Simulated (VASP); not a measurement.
Crystal: Cd3Se2S.

```
Cd Se S
1.0
    -2.07728    2.07728    8.81314
     2.07728   -2.07728    8.81314
     2.07728    2.07728   -8.81314
Cd Se S
3 2 1
Direct
  0.66667 0.66667 0.00000
  0.33333 0.33333 0.00000
  0.00000 0.00000 0.00000
  0.41667 0.91667 0.50000
  0.08333 0.58333 0.50000
  0.75000 0.25000 0.50000
```

* Program: VASP 6.6.1
* Task: relaxation of cell and atoms
* Functional: PBE
* Potentials or basis: VASP PAW PBE potentials, release 64 (Cd, Se, S)
* Cutoff: 600 eV
* k mesh: 6 × 6 × 6
* Occupations: gaussian, width 0.1 eV
* Spin: no spin polarisation

At the start: pressure 7.8 GPa; volume 25.35 Å³/atom.

Where does the relaxation end?

Over 9 steps the energy falls by 81.6 meV/atom and the volume is 28.59 Å³/atom (+12.8 %); space group I-4m2 (No. 119, to 0.1 Å) before and after.

The path:
| step | energy change (eV) | largest force (eV/Å) | pressure (GPa) | volume (Å³) |
| --- | --- | --- | --- | --- |
| 1 | 0.0000 | 0.7512 | 7.77 | 152.12 |
| 2 | -0.4017 | 0.2484 | -2.13 | 180.83 |
| 3 | -0.4572 | 0.3568 | -0.12 | 172.35 |
| 4 | -0.4571 | 0.3507 | -0.23 | 172.77 |
| 5 | -0.4693 | 0.2538 | -0.18 | 172.48 |
| 6 | -0.4861 | 0.1638 | -0.01 | 171.63 |
| 7 | -0.4862 | 0.1651 | 0.01 | 171.58 |
| 8 | -0.4893 | 0.0563 | 0.01 | 171.55 |
| 9 | -0.4897 | 0.0020 | 0.01 | 171.53 |

Final structure:
```xyz
6
Lattice="-2.1628 2.1628 9.1676 2.1628 -2.1628 9.1676 2.1628 2.1628 -9.1676" Properties=species:S:1:pos:R:3 pbc="T T T"
Cd    0.0000    0.0000   12.3228
Cd    2.1628    2.1628   -3.1552
Cd    0.0000    0.0000    0.0000
Se    2.1628    0.0000    7.5892
Se    2.1628    0.0000    1.5784
S     0.0000    2.1628    4.5838
```
